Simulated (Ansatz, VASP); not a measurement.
**FePt in VASP and in Ansatz**

```
CELL_PARAMETERS angstrom
3.05042 0.00000 0.00000
0.00000 3.05042 0.00000
0.00000 0.00000 3.05042
ATOMIC_POSITIONS crystal
Fe 0.00000 0.00000 0.00000
Pt 0.50000 0.50000 0.50000
```

Alike in both runs: functional r2SCAN; k mesh 18 × 18 × 18; occupations gaussian, width 0.1 eV; collinear spin.

Ansatz relaxed the structure, and its values are those at the end. VASP's run is a single point on that final structure, the one shown.

|  | VASP | Ansatz |
| --- | --- | --- |
| version | VASP 6.6.1 | Ansatz 0.2.0 |
| potentials or method | VASP PAW PBE potentials, release 64 (Fe, Pt), cutoff 520 eV | scalar-relativistic, plane waves, PAW |
| valence electrons in the cell | 18 | 34 |

Ansatz gave:

* gap on the k mesh at the Fermi level (eV): none
* pressure (GPa): 0.0
* net moment per atom (μB): 1.81
* size of the moment on the site where the two differ most (μB): 0.36

**Question.** Estimate VASP's values.

**Answer.** gap on the k mesh at the Fermi level (eV): none; pressure (GPa): -0.1; net moment per atom (μB): 1.80; size of the moment on the site where the two differ most (μB): 0.30.

VASP's potentials were made for PBE, not for r2SCAN. Site moments also hang on the region over which each program counts them. A gap of «none» marks a metal or a gap that the smearing closes. VASP's potentials hold 18 valence electrons a cell and Ansatz's 34, so a difference there can come from the potentials and not from the codes.

Neither program's run includes spin-orbit coupling.
